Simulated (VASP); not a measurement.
# Hf5H in VASP: a series of runs, part 2 of 2

VASP 6.6.1. Earlier steps stand in the parts before.

### Step 3. Single point, PBE+D3(BJ)

Input file INCAR:

```
ALGO = Normal
DIPOL = 0.5 0.5 0.319
EDIFF = 1E-7
ENCUT = 520
GGA = PE
IDIPOL = 3
ISIF = 2
ISMEAR = 0
IVDW = 12
LASPH = True
LCHARG = True
LDIPOL = True
LELF = True
LREAL = False
LVACPOTAV = True
LVHAR = True
LWAVE = False
NBANDS = 34
NELM = 60
PREC = Accurate
SIGMA = 0.1
```

Input file KPOINTS:

```
k-points
0
Gamma
  6 6 1
```

Input file POSCAR:

```
Hf5H
1.0
    4.9564149667      0.0000000000      0.0000000000
   -2.4782074834      4.2923812729      0.0000000000
    0.0000000000      0.0000000000     21.1328376004
Hf H
5 1
Direct
    0.6666666667      0.3333333333      0.1892788879
    0.3333333333      0.6666666667      0.2371533849
    0.0000000000      0.0000000000      0.2763383880
    0.6666666667      0.3333333333      0.3164267596
    0.3333333333      0.6666666667      0.3706476976
    0.6666666667      1.3333333333      0.5268027802
```

Potentials or basis: VASP PAW PBE potentials, release 64 (Hf_pv, H).

The run is started by

```sh
$ cat potpaw_PBE.64/Hf_pv/POTCAR potpaw_PBE.64/H/POTCAR > POTCAR
$ mpirun -np 1 vasp_std > vasp.out
```

OUTCAR:

```text
EDIFF = 1E-7
   ENCUT = 520
   GGA = PE
   ISIF = 2
   ISMEAR = 0
   IVDW = 12
   LASPH = True
   LREAL = False
   NELM = 60
   PREC = Accurate
 IVDW          = 12

 ion  position               nearest neighbor table
   1  0.667  0.333  0.189-   4 2.69   2 3.04   2 3.04   2 3.04   3 3.40   3 3.40   3 3.40
   2  0.333  0.667  0.237-   5 2.82   3 2.98   3 2.98   3 2.98   1 3.04   1 3.04   1 3.04   4 3.32
                             4 3.32   4 3.32
   3  0.000  0.000  0.276-   2 2.98   2 2.98   2 2.98   4 2.98   4 2.98   4 2.98   1 3.40   1 3.40
                             1 3.40   5 3.49   5 3.49   5 3.49
   4  0.667  0.333  0.316-   1 2.69   3 2.98   3 2.98   3 2.98   5 3.08   5 3.08   5 3.08   2 3.32
                             2 3.32   2 3.32
   5  0.333  0.667  0.371-   2 2.82   4 3.08   4 3.08   4 3.08   3 3.49   3 3.49   3 3.49
   6  0.667  0.333  0.527-

  LATTYP: Found a hexagonal cell.
 ALAT       =     4.9564149667
 C/A-ratio  =     4.2637345223

  Lattice vectors:

 A1 = (   4.9564149667,   0.0000000000,   0.0000000000)
 A2 = (  -2.4782074834,   4.2923812729,   0.0000000000)
 A3 = (   0.0000000000,   0.0000000000,  21.1328376004)

Analysis of symmetry for initial positions (statically):
=====================================================================
 Subroutine PRICEL returns:
 Original cell was already a primitive cell.

 Routine SETGRP: Setting up the symmetry group for a
 hexagonal supercell.

 Subroutine GETGRP returns: Found  6 space group operations
 (whereof  6 operations were pure point group operations)
 out of a pool of 24 trial point group operations.

The static configuration has the point symmetry C_3v.

Analysis of symmetry for dynamics (positions and initial velocities):
=====================================================================
 Subroutine PRICEL returns:
 Original cell was already a primitive cell.

 Routine SETGRP: Setting up the symmetry group for a
 hexagonal supercell.

 Subroutine GETGRP returns: Found  6 space group operations
 (whereof  6 operations were pure point group operations)
 out of a pool of 24 trial point group operations.

The dynamic configuration has the point symmetry C_3v.

 Subroutine INISYM returns: Found  6 space group operations
 (whereof  6 operations are pure point group operations),
 and found     1 'primitive' translations

----------------------------------------------------------------------------------------

                                     Primitive cell

  volume of cell :     449.5974

  direct lattice vectors                    reciprocal lattice vectors
     4.956414967  0.000000000  0.000000000     0.201758732  0.116485458  0.000000000
    -2.478207483  4.292381273  0.000000000     0.000000000  0.232970917  0.000000000
     0.000000000  0.000000000 21.132837600     0.000000000  0.000000000  0.047319722

  length of vectors
     4.956414967  4.956414967 21.132837600     0.232970917  0.232970917  0.047319722

  position of ions in fractional coordinates (direct lattice)
     0.666666667  0.333333333  0.189278888
     0.333333333  0.666666667  0.237153385
     0.000000000  0.000000000  0.276338388
     0.666666667  0.333333333  0.316426760
     0.333333333  0.666666667  0.370647698
     0.666666667  0.333333333  0.526802780

  ion indices of the primitive-cell ions
   primitive index   ion index
                 1           1
                 2           2
                 3           3
[... 40 lines left out ...]
   number of dos      NEDOS =    301   number of ions     NIONS =      6
   total plane-waves  NPLWV = 256000
   dimension x,y,z NGX =    40 NGY =   40 NGZ =  160
   dimension x,y,z NGXF=    80 NGYF=   80 NGZF=  320
   ions per type =               5   1
   NGX,Y,Z   is equivalent  to a cutoff of  13.42, 13.42, 12.59 a.u.
   NGXF,Y,Z  is equivalent  to a cutoff of  26.83, 26.83, 25.17 a.u.
 SYSTEM =  unknown system
   PREC   = accura    normal or accurate (medium, high low for compatibility)
   ISTART =      0    job   : 0-new  1-cont  2-samecut
   ICHARG =      2    charge: 1-file 2-atom 10-const
   ISPIN  =      1    spin polarized calculation?
   LNONCOLLINEAR =      F non collinear calculations
   LSORBIT =      F    spin-orbit coupling
   LASPH  =      T    aspherical Exc in radial PAW
   ENCUT  =  520.0 eV  38.22 Ry    6.18 a.u.   9.22  9.22 39.29*2*pi/ulx,y,z
   NELM   =     60;   NELMIN=  2; NELMDL= -5     # of ELM steps
   EDIFF  = 0.1E-06   stopping-criterion for ELM
   LREAL  =      F    real-space projection
   EDIFFG = 0.1E-05   stopping-criterion for IOM
   NSW    =      0    number of steps for IOM
   IBRION =     -1    ionic relax: 0-MD 1-quasi-New 2-CG
   NFREE  =      0    steps in history (QN), initial steepest desc. (CG)
   ISIF   =      2    stress and relaxation
   ISYM   =      2    0-nonsym 1-usesym 2-fastsym
   POTIM  = 0.5000    time-step for ionic-motion
   TEBEG  =    0.0;   TEEND  =   0.0 temperature during run
   PSTRESS=    0.0 pullay stress
   NELECT =      51.0000    total number of electrons
   NUPDOWN=      -1.0000    fix difference up-down
   EMIN   =  10.00;   EMAX   =-10.00  energy-range for DOS
   EFERMI =   0.00;   METHOD = LEGACY
   ISMEAR =     0;   SIGMA  =   0.10  broadening in eV -4-tet -1-fermi 0-gaus
   EFERMI_NEDOS =   21; number of points for ismear=-14 and -15
   IALGO  =     38    algorithm
   IMIX   =      4    mixing-type and parameters
     AMIX     =   0.40;   BMIX     =  1.00
     AMIX_MAG =   1.60;   BMIX_MAG =  1.00
  volume/ion in A,a.u.               =      74.93       505.67
  Fermi-wavevector in a.u.,A,eV,Ry     =   0.792484  1.497577  8.544871  0.628030
  Thomas-Fermi vector in A             =   1.898231
   LORBIT       =      0    0 simple, 1 ext, 2 COOP (PROOUT), +10 PAW based schemes
   GGA     = PE    functional components
   LHFCALC =     F    Hartree Fock is set to
   AEXX    =    0.0000 exact exchange contribution
   IVDW    =    12    specifies the selected vdW correction
   LEPSILON=     F    determine dielectric tensor
   LRPA    =     F    only Hartree local field effects (RPA)
 non-spin polarized calculation
 Gauss-broadening in eV      SIGMA  =   0.10
  energy-cutoff  :      520.00
  volume of cell :      449.60
 maximum number of plane-waves:     12126
 NGX is ok and might be reduce to    40
   NGX = 19   NGY = 19   NGZ = 79

 dipolmoment           0.000000      0.000000     -0.340187 electrons x Angstroem

 number of electron      51.0000004 magnetization

 dipolmoment           0.000000      0.000000      0.363222 electrons x Angstroem

 Free energy of the ion-electron system (eV)
  ---------------------------------------------------
  ext. energy  EPLUGINS =         0.00000000
  ---------------------------------------------------
  free energy    TOTEN  =       -44.55292598 eV

  energy without entropy =      -44.48316354  energy(sigma->0) =      -44.51804476

 E-fermi :  -2.2802     XC(G=0):  -4.1098

 val. band max:       -2.2931788964   @ k =   0.1667   0.1667   0.0000
 cond. band min:      -2.2611571451   @ k =   0.5000   0.0000   0.0000
 fundamental gap:      0.0320217512
 Fermi energy:        -2.2802089515

 k-point     1 :       0.0000    0.0000    0.0000
  band No.  band energies     occupation
      1     -33.7311      2.00000
      2     -33.6627      2.00000
      3     -33.6627      2.00000
      4     -33.5718      2.00000
      5     -33.3201      2.00000
      6     -33.3201      2.00000
[... 248 lines left out ...]
     33      -0.6263      0.00000
     34      -0.5008      0.00000

------------------------ aborting loop because EDIFF is reached ----------------------------------------

 Edisp (eV)   -1.19959

 E8    (eV) :    -0.6674

  FORCE on cell =-STRESS in cart. coord.  units (eV):
  Direction    XX          YY          ZZ          XY          YZ          ZX
  --------------------------------------------------------------------------------------
  -------------------------------------------------------------------------------------
  Total      -4.19749    -4.19749    -1.30972     0.00000    -0.00000    -0.00000
  in kB     -14.95812   -14.95812    -4.66729     0.00000    -0.00000    -0.00000
  external pressure =      -11.53 kB  Pullay stress =        0.00 kB

 VOLUME and BASIS-vectors are now :
 -----------------------------------------------------------------------------
  energy-cutoff  :      520.00
  volume of cell :      449.60
      direct lattice vectors                 reciprocal lattice vectors
     4.956414967  0.000000000  0.000000000     0.201758732  0.116485458  0.000000000
    -2.478207483  4.292381273  0.000000000     0.000000000  0.232970917  0.000000000
     0.000000000  0.000000000 21.132837600     0.000000000  0.000000000  0.047319722

 POSITION                                       TOTAL-FORCE (eV/Angst)
 -----------------------------------------------------------------------------------
      2.47821      1.43079      4.00000         0.000000     -0.000000     -1.053108
     -0.00000      2.86159      5.01172        -0.000000     -0.000000      1.006423
      0.00000      0.00000      5.83981         0.000000     -0.000000     -0.007933
      2.47821      1.43079      6.68700         0.000000     -0.000000      0.175698
     -0.00000      2.86159      7.83284        -0.000000      0.000000      0.577402
      2.47821      1.43079     11.13284         0.000000     -0.000000     -0.698482
 -----------------------------------------------------------------------------------
    total drift:                               -0.000000      0.000000     -0.000036

  FREE ENERGIE OF THE ION-ELECTRON SYSTEM (eV)
  ---------------------------------------------------
  free  energy   TOTEN  =       -45.7525199966 eV

  energy  without entropy=      -45.6827575562  energy(sigma->0) =      -45.71763878

 vacuum level on the upper side and lower side of the slab         4.143         1.054
```

It took 6.4 min on 1 thread of Intel Xeon Platinum 8259CL at 2.50GHz (Skylake/Cascade Lake), shared host; peak memory 0.61 GiB.

What came out:

```
Free energy                : -45.7525 eV
Largest force              : 1.053 eV/Å
Dispersion energy per atom : -0.200 eV
```

Forces on the atoms (eV/Å):
```
Hf   0.000  0.000 -1.053
Hf   0.000  0.000  1.006
Hf   0.000  0.000 -0.008
Hf   0.000  0.000  0.176
Hf   0.000  0.000  0.577
H    0.000  0.000 -0.698
```

Caveat: spin-orbit coupling is left out, which moves the levels of the heavy elements.

### Step 4. Single point, PBE+D3(BJ)

Input file INCAR:

```
  PREC = Accurate
  ENCUT = 520
  EDIFF = 1E-6
  ISMEAR = 0
  SIGMA = 0.1
  LREAL = F
  LASPH = T
  NELM = 60
  ALGO = Normal
  ISIF = 2
  LWAVE = F
  LCHARG = F
  LDIPOL = T
  IDIPOL = 3
  DIPOL = 0.5 0.5 0.319
  GGA = PE
  IVDW = 12
  NBANDS = 34
```

Input file KPOINTS:

```
regular mesh
0
Gamma
  6 6 1
```

POSCAR: that of step 3 with these lines changed.

```diff
@@ -13,2 +13,2 @@
     0.3333333333      0.6666666667      0.3706476976
-    0.6666666667      1.3333333333      0.5268027802
+    1.0000000000      1.0000000000      0.5268027802
```

The run is started by

```sh
$ cat potpaw_PBE.64/Hf_pv/POTCAR potpaw_PBE.64/H/POTCAR > POTCAR
$ mpirun -np 1 vasp_std > vasp.out
```

It took 5.7 min on 1 thread of Intel Xeon Platinum 8259CL at 2.50GHz (Skylake/Cascade Lake), shared host; peak memory 0.59 GiB.

The run converged. Its results:

```yaml
Free_energy: -45.6195 eV
Largest_force: 1.041 eV/Å
Dispersion_energy_per_atom: -0.200 eV
```

Forces on the atoms (eV/Å):
```
Hf   0.000  0.000 -0.933
Hf   0.000  0.000  1.041
Hf   0.000  0.000  0.019
Hf   0.000  0.000 -0.163
Hf   0.000  0.000  0.535
H    0.000  0.000 -0.499
```

Levels at points of the mesh, in eV from the Fermi level:
| k point | band 24 | band 25 | band 26 | band 27 | band 28 | band 29 |
| --- | --- | --- | --- | --- | --- | --- |
| (0.00, 0.00, 0.00) | -0.29 | -0.29 | -0.26 | -0.05 | -0.05 | 0.16 |
| (0.50, 0.00, 0.00) | -0.22 | -0.19 | -0.03 | 0.04 | 0.09 | 0.29 |

Caveat: spin-orbit coupling is left out, which moves the levels of the heavy elements.
